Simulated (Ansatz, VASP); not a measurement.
## Cu in VASP and in Ansatz

```
Cu
1.0
     0.00000    2.11845    4.58415
     1.29454    0.00000    4.58415
     1.29454    2.11845    0.00000
Cu
2
Cartesian
  1.2945 2.1185 1.2153
  1.2945 2.1185 7.9530
```

Alike in both runs: functional PBE; k mesh 8 × 8 × 8; occupations gaussian, width 0.1 eV; no spin polarisation.

Ansatz relaxed the structure, and its values are those at the end. VASP's run is a single point on that final structure, the one shown.

|  | VASP | Ansatz |
| --- | --- | --- |
| version | VASP 6.6.1 | Ansatz 0.2.0 |
| potentials or method | VASP PAW PBE potentials, release 64 (Cu), cutoff 520 eV | scalar-relativistic, plane waves, PAW |
| valence electrons in the cell | 22 | 38 |

|  | VASP | Ansatz | Ansatz less VASP |
| --- | --- | --- | --- |
| gap on the k mesh at the Fermi level (eV) | none | none | - |
| pressure (GPa) | 1.2 | 0.0 | -1.16 |
| rms of the force components (eV/Å) | 0.005 | 0.003 | -0.0013 |

A gap of «none» marks a metal or a gap that the smearing closes. VASP's potentials hold 22 valence electrons a cell and Ansatz's 38, so a difference there can come from the potentials and not from the codes.

The k mesh is coarse, so the values compare programs but aren't converged.
